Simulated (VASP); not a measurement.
Pd:

```
Pd
1.0
     0.00000    1.98468    1.98468
     1.98468    0.00000    1.98468
     1.98468    1.98468    0.00000
Pd
1
Cartesian
  0.0000 0.0000 0.0000
```

Base run:

| Property | Result |
| --- | --- |
| Program | VASP 6.6.1 |
| Functional | BLYP |
| Dispersion | D4 |
| Potentials or basis | VASP PAW PBE potentials, release 64 (Pd_sv_GW) |
| Cutoff | 630 eV |
| k mesh | 12 × 12 × 12 |
| Occupations | fermi-dirac, width 0.05 eV |
| Spin | no spin polarisation |

Its results: band gap on the k mesh zero (bands 9 and 10 overlap by 1.45 eV); pressure -2.4 GPa.

Task: The run is repeated on the same cell with these changes: functional from BLYP to r2SCAN; cutoff from 630 eV to 690 eV. What comes out?

Result: Band gap on the k mesh zero (bands 9 and 10 overlap by 1.52 eV); pressure -9.1 GPa.

Caveats: the PAW data sets were made with another functional, which shifts forces and pressure a little; the cell stands under tension (at least some runs).
